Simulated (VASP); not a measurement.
# Ta (P6_3/mmc) in VASP: notebook

The runs below take Ta through single point, with PBEsol.

Program: VASP 6.6.1. These are calculated values, not measurements. Logs are shortened: lines on timing, memory, paths and dates and some standing lists are left out, and cuts for length are marked.

## Step 1: The cell of the first run

Symmetry: P6_3/mmc, No. 194, hexagonal system. The conventional cell has a = 2.867 Å, b = 2.867 Å, c = 5.091 Å, α = 90.00°, β = 90.00°, γ = 120.00°. Within 3.8 Å of Ta (site symmetry -6m2) lie 12 Ta at 2.87 to 3.04 Å.

## Step 2: Single point, PBEsol

Contents of INCAR:

```
SYSTEM = Ta
PREC = Accurate
ENCUT = 520
EDIFF = 1E-6
ISMEAR = 0
SIGMA = 0.15
LREAL = .FALSE.
LASPH = .TRUE.
NELM = 80
ALGO = Fast
ISIF = 2
LWAVE = .FALSE.
LCHARG = .TRUE.
GGA = PS
LELF = .TRUE.
LVHAR = .TRUE.
NBANDS = 30
```

Contents of KPOINTS:

```
Automatic mesh
0
G
  12 12 4
  0 0 0
```

Contents of POSCAR:

```
Ta
1.0
    2.8669354474      0.0000000000      0.0000000000
   -1.4334677237      2.4828389284      0.0000000000
    0.0000000000      0.0000000000     10.1828298477
Ta
4
Direct
    0.6666666667      0.3333333333      0.3750000000
    0.6666666667      0.3333333333      0.8750000000
    0.3333333333      0.6666666667      0.1250000000
    0.3333333333      0.6666666667      0.6250000000
```

Potentials or basis: VASP PAW PBE potentials, release 64 (Ta_pv).

Started as:

```bash
$ cat potpaw_PBE.64/Ta_pv/POTCAR > POTCAR
$ mpirun -np 1 vasp_std > vasp.out
```

OUTCAR:

```text
SYSTEM = Ta
   PREC = Accurate
   ENCUT = 520
   EDIFF = 1E-6
   ISMEAR = 0
   LREAL = .FALSE.
   LASPH = .TRUE.
   NELM = 80
   ISIF = 2
   GGA = PS

 ion  position               nearest neighbor table
   1  0.667  0.333  0.375-   3 3.04   4 3.04   3 3.04   4 3.04   3 3.04   4 3.04
   2  0.667  0.333  0.875-   3 3.04   4 3.04   3 3.04   4 3.04   3 3.04   4 3.04
   3  0.333  0.667  0.125-   1 3.04   2 3.04   1 3.04   2 3.04   1 3.04   2 3.04
   4  0.333  0.667  0.625-   1 3.04   2 3.04   1 3.04   2 3.04   1 3.04   2 3.04

  LATTYP: Found a hexagonal cell.
 ALAT       =     2.8669354474
 C/A-ratio  =     3.5518169260

  Lattice vectors:

 A1 = (   2.8669354474,   0.0000000000,   0.0000000000)
 A2 = (  -1.4334677237,   2.4828389284,   0.0000000000)
 A3 = (   0.0000000000,   0.0000000000,  10.1828298477)

Analysis of symmetry for initial positions (statically):
=====================================================================
 Subroutine PRICEL returns following result:

  LATTYP: Found a hexagonal cell.
 ALAT       =     2.8669354474
 C/A-ratio  =     1.7759084630

  Lattice vectors:

 A1 = (   2.8669354474,   0.0000000000,   0.0000000000)
 A2 = (  -1.4334677237,   2.4828389284,   0.0000000000)
 A3 = (   0.0000000000,   0.0000000000,   5.0914149239)

   2 primitive cells build up your supercell.

 Routine SETGRP: Setting up the symmetry group for a
 hexagonal supercell.

 Subroutine GETGRP returns: Found 24 space group operations
 (whereof 12 operations were pure point group operations)
 out of a pool of 24 trial point group operations.

The static configuration has the point symmetry D_3d.
 The point group associated with its full space group is D_6h.

Analysis of symmetry for dynamics (positions and initial velocities):
=====================================================================
 Subroutine PRICEL returns following result:

  LATTYP: Found a hexagonal cell.
 ALAT       =     2.8669354474
 C/A-ratio  =     1.7759084630

  Lattice vectors:

 A1 = (   2.8669354474,   0.0000000000,   0.0000000000)
 A2 = (  -1.4334677237,   2.4828389284,   0.0000000000)
 A3 = (   0.0000000000,   0.0000000000,   5.0914149239)

   2 primitive cells build up your supercell.

 Routine SETGRP: Setting up the symmetry group for a
 hexagonal supercell.

 Subroutine GETGRP returns: Found 24 space group operations
 (whereof 12 operations were pure point group operations)
 out of a pool of 24 trial point group operations.

The dynamic configuration has the point symmetry D_3d.
 The point group associated with its full space group is D_6h.

 Subroutine INISYM returns: Found 24 space group operations
 (whereof 12 operations are pure point group operations),
 and found     2 'primitive' translations

----------------------------------------------------------------------------------------

                                     Primitive cell

  volume of cell :      36.2414

  direct lattice vectors                    reciprocal lattice vectors
     2.866935447  0.000000000  0.000000000     0.348804505  0.201382375  0.000000000
    -1.433467724  2.482838928  0.000000000     0.000000000  0.402764750  0.000000000
     0.000000000  0.000000000  5.091414924     0.000000000  0.000000000  0.196409056

  length of vectors
     2.866935447  2.866935447  5.091414924     0.402764750  0.402764750  0.196409056

  position of ions in fractional coordinates (direct lattice)
     0.666666667  0.333333333  0.750000000
     0.333333333  0.666666667  0.250000000

  ion indices of the primitive-cell ions
   primitive index   ion index
                 1           1
                 2           3

----------------------------------------------------------------------------------------

 KPOINTS: Automatic mesh

Automatic generation of k-mesh.
 Grid dimensions read from file:
 generate k-points for:   12   12    4

 Generating k-lattice:

  Cartesian coordinates                     Fractional coordinates (reciprocal lattice)
     0.029067042  0.016781865  0.000000000     0.083333333 -0.000000000  0.000000000
     0.000000000  0.033563729  0.000000000     0.000000000  0.083333333  0.000000000
     0.000000000  0.000000000  0.024551132     0.000000000  0.000000000  0.250000000

  Length of vectors
     0.033563729  0.033563729  0.024551132

  Shift w.r.t. Gamma in fractional coordinates (k-lattice)
     0.000000000  0.000000000  0.000000000

 Subroutine IBZKPT returns following result:
 ===========================================

 Found     57 irreducible k-points:

 Following reciprocal coordinates:
            Coordinates               Weight
  0.000000  0.000000  0.000000      1.000000
  0.083333 -0.000000  0.000000      6.000000
  0.166667 -0.000000  0.000000      6.000000
  0.250000 -0.000000  0.000000      6.000000
  0.333333 -0.000000  0.000000      6.000000
  0.416667 -0.000000  0.000000      6.000000
[... 16 lines left out ...]
  0.250000 -0.000000  0.250000     12.000000
  0.333333 -0.000000  0.250000     12.000000
 [... further k-points ...]
   k-points           NKPTS =     57   k-points in BZ     NKDIM =     57   number of bands    NBANDS=     30
   number of dos      NEDOS =    301   number of ions     NIONS =      4
   total plane-waves  NPLWV =  46080
   dimension x,y,z NGX =    24 NGY =   24 NGZ =   80
   dimension x,y,z NGXF=    48 NGYF=   48 NGZF=  160
   ions per type =               4
   NGX,Y,Z   is equivalent  to a cutoff of  13.92, 13.92, 13.06 a.u.
   NGXF,Y,Z  is equivalent  to a cutoff of  27.83, 27.83, 26.12 a.u.
 SYSTEM =  Ta
   PREC   = accura    normal or accurate (medium, high low for compatibility)
   ISTART =      0    job   : 0-new  1-cont  2-samecut
   ICHARG =      2    charge: 1-file 2-atom 10-const
   ISPIN  =      1    spin polarized calculation?
   LNONCOLLINEAR =      F non collinear calculations
   LSORBIT =      F    spin-orbit coupling
   LASPH  =      T    aspherical Exc in radial PAW
   ENCUT  =  520.0 eV  38.22 Ry    6.18 a.u.   5.33  5.33 18.93*2*pi/ulx,y,z
   NELM   =     80;   NELMIN=  2; NELMDL= -5     # of ELM steps
   EDIFF  = 0.1E-05   stopping-criterion for ELM
   LREAL  =      F    real-space projection
   EDIFFG = 0.1E-04   stopping-criterion for IOM
   NSW    =      0    number of steps for IOM
   IBRION =     -1    ionic relax: 0-MD 1-quasi-New 2-CG
   NFREE  =      0    steps in history (QN), initial steepest desc. (CG)
   ISIF   =      2    stress and relaxation
   ISYM   =      2    0-nonsym 1-usesym 2-fastsym
   POTIM  = 0.5000    time-step for ionic-motion
   TEBEG  =    0.0;   TEEND  =   0.0 temperature during run
   PSTRESS=    0.0 pullay stress
   NELECT =      44.0000    total number of electrons
   NUPDOWN=      -1.0000    fix difference up-down
   EMIN   =  10.00;   EMAX   =-10.00  energy-range for DOS
   EFERMI =   0.00;   METHOD = LEGACY
   ISMEAR =     0;   SIGMA  =   0.15  broadening in eV -4-tet -1-fermi 0-gaus
   EFERMI_NEDOS =   21; number of points for ismear=-14 and -15
   IALGO  =     68    algorithm
   IMIX   =      4    mixing-type and parameters
     AMIX     =   0.40;   BMIX     =  1.00
     AMIX_MAG =   1.60;   BMIX_MAG =  1.00
  volume/ion in A,a.u.               =      18.12       122.28
  Fermi-wavevector in a.u.,A,eV,Ry     =   1.386162  2.619467 26.142858  1.921446
  Thomas-Fermi vector in A             =   2.510504
   LORBIT       =      0    0 simple, 1 ext, 2 COOP (PROOUT), +10 PAW based schemes
   GGA     = PS    functional components
   LHFCALC =     F    Hartree Fock is set to
   AEXX    =    0.0000 exact exchange contribution
   IVDW    =     0    specifies the selected vdW correction
   LEPSILON=     F    determine dielectric tensor
   LRPA    =     F    only Hartree local field effects (RPA)
 non-spin polarized calculation
 RMM-DIIS sequential band-by-band and
 Gauss-broadening in eV      SIGMA  =   0.15
  energy-cutoff  :      520.00
  volume of cell :       72.48
 maximum number of plane-waves:      1981
 NGX is ok and might be reduce to    24
   NGX = 11   NGY = 11   NGZ = 37

 number of electron      43.9999999 magnetization

 Free energy of the ion-electron system (eV)
  ---------------------------------------------------
  ext. energy  EPLUGINS =         0.00000000
  ---------------------------------------------------
  free energy    TOTEN  =       -49.05940151 eV

  energy without entropy =      -49.00945263  energy(sigma->0) =      -49.03442707

 E-fermi :   5.7115     XC(G=0): -12.6853

 val. band max:        5.7088769527   @ k =   0.1667   0.1667   0.2500
 cond. band min:       5.7240844596   @ k =   0.3333  -0.0000   0.5000
 fundamental gap:      0.0152075070
 Fermi energy:         5.7114619794

 k-point     1 :       0.0000    0.0000    0.0000
  band No.  band energies     occupation
      1     -28.8051      2.00000
      2     -28.3532      2.00000
      3     -28.3532      2.00000
      4     -27.8686      2.00000
      5     -27.7508      2.00000
      6     -27.7508      2.00000
[... 22 lines left out ...]
     29       8.7453      0.00000
     30       8.7454      0.00000

 k-point     2 :       0.0833   -0.0000    0.0000
  band No.  band energies     occupation
      1     -28.7800      2.00000
      2     -28.3487      2.00000
      3     -28.3487      2.00000
      4     -27.8717      2.00000
      5     -27.8314      2.00000
      6     -27.7770      2.00000
[... 22 lines left out ...]
     29       8.3046      0.00000
     30       8.5083      0.00000

 k-point     3 :       0.1667   -0.0000    0.0000
  band No.  band energies     occupation
      1     -28.7086      2.00000
      2     -28.3521      2.00000
      3     -28.3521      2.00000
      4     -28.0494      2.00000
      5     -27.9574      2.00000
      6     -27.9571      2.00000
[... 22 lines left out ...]
     29       7.9093      0.00000
     30       7.9811      0.00000

 k-point     4 :       0.2500   -0.0000    0.0000
  band No.  band energies     occupation
      1     -28.6027      2.00000
      2     -28.4477      2.00000
      3     -28.4477      2.00000
      4     -28.3410      2.00000
      5     -28.2414      2.00000
      6     -28.1019      2.00000
[... 22 lines left out ...]
     29       8.5686      0.00000
     30       9.0945      0.00000

 k-point     5 :       0.3333   -0.0000    0.0000
  band No.  band energies     occupation
      1     -28.6593      2.00000
      2     -28.6593      2.00000
      3     -28.6249      2.00000
      4     -28.5114      2.00000
      5     -28.4805      2.00000
      6     -28.1198      2.00000
[... 22 lines left out ...]
     29      10.1401      0.00000
     30      10.3575      0.00000
[... 526 lines left out ...]
     29       8.5002      0.00000
     30       8.6725      0.00000

 k-point    22 :       0.1667   -0.0000    0.2500
  band No.  band energies     occupation
      1     -28.6822      2.00000
      2     -28.4910      2.00000
      3     -28.2098      2.00000
      4     -28.0445      2.00000
      5     -27.9905      2.00000
      6     -27.9897      2.00000
[... 22 lines left out ...]
     29       7.8156      0.00000
     30       8.2788      0.00000

 k-point    23 :       0.2500   -0.0000    0.2500
  band No.  band energies     occupation
      1     -28.5925      2.00000
      2     -28.5120      2.00000
      3     -28.3787      2.00000
      4     -28.3261      2.00000
      5     -28.2538      2.00000
      6     -28.1839      2.00000
[... 22 lines left out ...]
     29       8.6125      0.00000
     30       9.0706      0.00000

 k-point    24 :       0.3333   -0.0000    0.2500
  band No.  band energies     occupation
      1     -28.6805      2.00000
      2     -28.6482      2.00000
      3     -28.6195      2.00000
      4     -28.5340      2.00000
      5     -28.4247      2.00000
      6     -28.2189      2.00000
[... 22 lines left out ...]
     29       9.6223      0.00000
     30      10.0910      0.00000

 [... further k-points ...]
[... 5 lines left out ...]
  --------------------------------------------------------------------------------------
  -------------------------------------------------------------------------------------
  Total       -0.1879961     -0.1879961      0.2052942     -0.0000000      0.0000000      0.0000000
  in kB       -4.1555115     -4.1555115      4.5378731     -0.0000000      0.0000000      0.0000000
  external PRESSURE =      -1.2577166 kB  Pullay stress =       0.0000000 kB

 VOLUME and BASIS-vectors are now :
 -----------------------------------------------------------------------------
  energy-cutoff  :      520.00
  volume of cell :       72.48
      direct lattice vectors                 reciprocal lattice vectors
     2.866935447  0.000000000  0.000000000     0.348804505  0.201382375  0.000000000
    -1.433467724  2.482838928  0.000000000     0.000000000  0.402764750  0.000000000
     0.000000000  0.000000000 10.182829848     0.000000000  0.000000000  0.098204528

 POSITION                                       TOTAL-FORCE (eV/Angst)
 -----------------------------------------------------------------------------------
      1.43347      0.82761      3.81856        -0.000000     -0.000000      0.000000
      1.43347      0.82761      8.90998         0.000000     -0.000000      0.000000
     -0.00000      1.65523      1.27285        -0.000000     -0.000000     -0.000000
     -0.00000      1.65523      6.36427        -0.000000      0.000000     -0.000000
 -----------------------------------------------------------------------------------
    total drift:                               -0.000000      0.000000     -0.000000

  FREE ENERGIE OF THE ION-ELECTRON SYSTEM (eV)
  ---------------------------------------------------
  free  energy   TOTEN  =       -49.0594015087 eV

  energy  without entropy=      -49.0094526350  energy(sigma->0) =      -49.03442707
```

It took 61 s on 1 thread of Intel Xeon 6975P-C (Granite Rapids), shared host; peak memory 0.25 GiB.

Results:

| Property | Result |
| --- | --- |
| Free energy | -49.0594 eV |
| Pressure | -0.1 GPa |
| Band gap on the k mesh | zero (band 22 reaches 6.40 eV, above the bottom of band 23 at 5.11 eV) |

Caveat: the PAW data sets were made with another functional, which shifts forces and pressure a little; spin-orbit coupling is left out, which moves the levels of the heavy elements.

(Part 1 of 2 ends here.)
